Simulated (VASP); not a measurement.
Here is a VASP 6.6.1 calculation.

File INCAR:

```
PREC = Accurate
ENCUT = 520
EDIFF = 1E-6
ISMEAR = 0
SIGMA = 0.01
LREAL = Auto
LASPH = True
NELM = 150
ALGO = Fast
ISIF = 2
LWAVE = False
LCHARG = False
ISPIN = 2
MAGMOM = 0 0 0 0 0 0 0 0 0 0 0 0 0 0 0.1 0 0.1 0.1 0 0.1 0 0 0 0.1 0 0.1 0 0 0 0.1 0.1 0 0 0.1 0 0 0.1
LORBIT = 11
GGA = PE
NELECT = 145.0
NBANDS = 102
```

The input KPOINTS:

```
Automatic mesh
0
Gamma
  2 2 2
  0.5 0.5 0.5
```

POSCAR

```
Si18C19
1.0
    0.0000000000      5.3553911397      5.0742922929
   -4.6379047741     -2.6776955698      5.0742922929
    4.6379047741     -2.6776955698      5.0742922929
Si C
18 19
Direct
    0.3948796186      0.7180166217      0.3843458181
    0.7265912466      0.7149133247      0.0511095377
    0.3923672537      0.3849781616      0.7190148649
    0.3916935909      0.0497690129      0.0511597250
    0.7019462505      0.4056234760      0.4144662550
    0.0618207509      0.7155583205      0.7189896431
    0.0786404641      0.4019042441      0.0255546267
    0.7244452985      0.0476227806      0.7124138363
    0.0825025849      0.0250524058      0.4145054207
    0.4502889510      0.7734738405      0.7734627306
    0.7831165653      0.7771791934      0.4371962441
    0.4508809206      0.4393767551      0.1067211284
    0.4539892151      0.1063049844      0.4372102852
    0.7820841935      0.4403709339      0.7729775798
    0.1161974676      0.7740648887      0.1067373358
    0.1168272219      0.4399913079      0.4398950728
    0.7676015006      0.0908374055      0.0744693692
    0.1171708886      0.1052607668      0.7730120856
    0.5198725610      0.8430633420      0.5086472447
    0.8525959112      0.8413601469      0.1729500389
    0.5186155385      0.5088515079      0.8428793203
    0.5181139742      0.1757842550      0.1729714804
    0.8527663525      0.5171601023      0.5124480219
    0.1856631660      0.8418051813      0.8428882566
    0.1857716438      0.5089620174      0.1754393974
    0.8520173952      0.1752101359      0.8237110503
    0.1939918480      0.1759209838      0.5124938710
    0.2414632377      0.5646339648      0.5644229250
    0.5746514669      0.5632270829      0.2328957694
    0.2431272864      0.2289980182      0.8956037350
    0.2400556768      0.8977845129      0.2329355595
    0.5677765897      0.2299438783      0.5689225885
    0.9058310538      0.5663937318      0.8955113488
    0.8987869061      0.2218157422      0.3302986654
    0.5741021419      0.8973151233      0.8996471133
    0.9067505737      0.8909423419      0.5689343319
   -0.0883106979      0.2351361981      0.1537510467
```

Potentials or basis: VASP PAW PBE potentials, release 64 (Si, C).

Launch:

```bash
$ cat potpaw_PBE.64/Si/POTCAR potpaw_PBE.64/C/POTCAR > POTCAR
$ mpirun -np 1 vasp_std > vasp.out
```

Question: Estimate the largest force.

Answer: 0.119 eV/Å.

Question: Estimate the net moment.

Answer: 0.00 μB per cell.

Forces in eV/Å, atoms in the order of the input:
```
Si  -0.011  0.006 -0.010
Si   0.010  0.002  0.008
Si   0.009  0.009 -0.017
Si   0.001 -0.011  0.007
Si  -0.003  0.022 -0.011
Si  -0.006 -0.012 -0.015
Si   0.012 -0.006 -0.028
Si   0.000 -0.002  0.010
Si  -0.021 -0.011 -0.011
Si  -0.003  0.000 -0.001
Si   0.002  0.005  0.003
Si   0.008 -0.002  0.004
Si  -0.004 -0.004  0.005
Si   0.001  0.007  0.006
Si   0.003 -0.007  0.005
Si   0.007 -0.005 -0.017
Si  -0.008  0.004  0.029
Si  -0.010 -0.005  0.005
C    0.011 -0.004  0.002
C    0.005  0.002 -0.007
C   -0.007  0.000  0.001
C   -0.002  0.002 -0.003
C   -0.001 -0.003  0.009
C    0.000  0.012 -0.005
C   -0.002  0.006  0.003
C   -0.014  0.006  0.000
C    0.007  0.004  0.013
C    0.004 -0.001  0.000
C    0.004 -0.008  0.001
C   -0.015  0.007  0.004
C    0.003  0.000 -0.002
C    0.001 -0.011  0.003
C   -0.008 -0.002  0.004
C    0.073 -0.049  0.080
C    0.001 -0.003 -0.009
C    0.013  0.009  0.001
C   -0.060  0.041 -0.065
```

Caveat: the k points lie up to 0.44 Å⁻¹ apart; the cell carries a net charge on a neutralising background, which shifts energy and pressure; the cell differs from its parent crystal (with an interstitial atom, then relaxed in part).
